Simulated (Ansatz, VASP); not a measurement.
PbF2: VASP beside Ansatz

The input INCAR:

```
SYSTEM = PbF2
  PREC = Accurate
  ENCUT = 520
  EDIFF = 1E-7
  ISMEAR = 0
  SIGMA = 0.05
  LREAL = .FALSE.
  LASPH = .TRUE.
  NELM = 100
  ALGO = Normal
  ISIF = 2
  LWAVE = .FALSE.
  LCHARG = .FALSE.
  GGA = PE
  NBANDS = 21
```

The input KPOINTS:

```
Automatic mesh
0
G
  8 8 8
  0 0 0
```

The input POSCAR:

```
PbF2
1.0
    0.0000000000      2.9698500000      2.9698500000
    2.9698500000      0.0000000000      2.9698500000
    2.9698500000      2.9698500000      0.0000000000
Pb F
1 2
Direct
   -0.0364507216      0.0121502405      0.0121502405
    0.2500000000      0.2500000000      0.2500000000
    0.7500000000      0.7500000000      0.7500000000
```

Input for Ansatz:

```yaml
crystal:
  lattice:
    - [0.0, 2.96985, 2.96985]
    - [2.96985, 0.0, 2.96985]
    - [2.96985, 2.96985, 0.0]
  atoms:
    - { symbol: Pb, position: [-0.0364507216, 0.0121502405, 0.0121502405] }
    - { symbol: F, position: [0.25, 0.25, 0.25] }
    - { symbol: F, position: [0.75, 0.75, 0.75] }
basis:
  ecutwfc: 420
kpoints:
  mp_grid: { grid: [8, 8, 8] }
hamiltonian:
  xc: pbe
scf:
  occupations: { method: gaussian, width: 0.05 }
output:
  forces: true
  stress: true
  eigenvalues: true
```

Change from the starting cell: all Pb atoms moved +0.125 Å, as atom 1 towards its neighbour atom 2 (F) at 2.572 Å.

Alike in both runs: task single point; functional PBE; k mesh 8 × 8 × 8; occupations gaussian, width 0.05 eV; no spin polarisation.

|  | VASP | Ansatz |
| --- | --- | --- |
| version | VASP 6.6.1 | Ansatz 0.2.0 |
| potentials or method | VASP PAW PBE potentials, release 64 (Pb_d, F), cutoff 520 eV | scalar-relativistic, plane waves, PAW |
| valence electrons in the cell | 28 | 28 |

Ansatz gave:

```
gap on the k mesh at the Fermi level (eV)                     : 4.43
least direct gap on the mesh (eV)                             : 4.58
pressure (GPa)                                                : 2.6
traceless stress, the component that is largest in VASP (GPa) : -0.15
rms of the force components (eV/Å)                            : 0.086
```

Question: What did VASP give for the same quantities?

Answer: gap on the k mesh at the Fermi level (eV): 4.43; least direct gap on the mesh (eV): 4.58; pressure (GPa): 2.4; traceless stress, the component that is largest in VASP (GPa): -0.16; rms of the force components (eV/Å): 0.089.

Atom by atom the forces differ by 0.003 eV/Å (rms over components). The functional is the same, so the differences come from potentials, cutoffs and numerics.

Neither program's run includes spin-orbit coupling.
